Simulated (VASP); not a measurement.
Here is a VASP 6.6.1 calculation.

Contents of POSCAR:

```
Be
1.0
    2.1998379602      0.0000000000      0.0000000000
    0.0000000000      2.1998379602      0.0000000000
    0.0000000000      0.0000000000      2.1998379602
Be
1
Direct
    0.0000000000      0.0000000000      0.0000000000
```

INCAR.step1

```
ALGO     = Normal         # electronic algorithm
EDIFF    = 1E-4           # SCF threshold, eV
ENCUT    = 520            # plane-wave cutoff, eV
GGA      = PE             # functional
ISMEAR   = -1             # smearing method
LASPH    = T              # aspherical terms in the spheres
LCHARG   = F              # write CHGCAR
LREAL    = F              # projectors in reciprocal space
LWAVE    = T              # write WAVECAR
NBANDS   = 7              # bands
NELM     = 100            # most SCF steps
PREC     = Accurate       # precision mode
SIGMA    = 0.1            # smearing width, eV
```

File INCAR.step2:

```
ALGO     = Normal         # electronic algorithm
EDIFF    = 1E-7           # SCF threshold, eV
ENCUT    = 520            # plane-wave cutoff, eV
ISIF     = 2              # what is computed and relaxed
ISMEAR   = -1             # smearing method
ISTART   = 1            
LASPH    = T              # aspherical terms in the spheres
LCHARG   = F              # write CHGCAR
LMIXTAU  = T            
LREAL    = F              # projectors in reciprocal space
LWAVE    = F              # write WAVECAR
METAGGA  = R2SCAN         # meta-GGA
NBANDS   = 7              # bands
NELM     = 100            # most SCF steps
PREC     = Accurate       # precision mode
SIGMA    = 0.1            # smearing width, eV
```

KPOINTS

```
k-points
0
Gamma
  16 16 16
```

Potentials or basis: VASP PAW PBE potentials, release 64 (Be).

Run with:

```console
$ cat potpaw_PBE.64/Be/POTCAR > POTCAR
$ cp INCAR.step1 INCAR
$ mpirun -np 1 vasp_std > vasp.out
$ cp INCAR.step2 INCAR
$ mpirun -np 1 vasp_std > vasp.out
```

Task: Estimate the pressure.

Result: -2.7 GPa.

Task: Predict the band gap on the k mesh.

Result: Zero (band 1 reaches 10.46 eV, above the bottom of band 2 at 2.61 eV).

Caveat: the PAW data sets were made with another functional, which shifts forces and pressure a little.
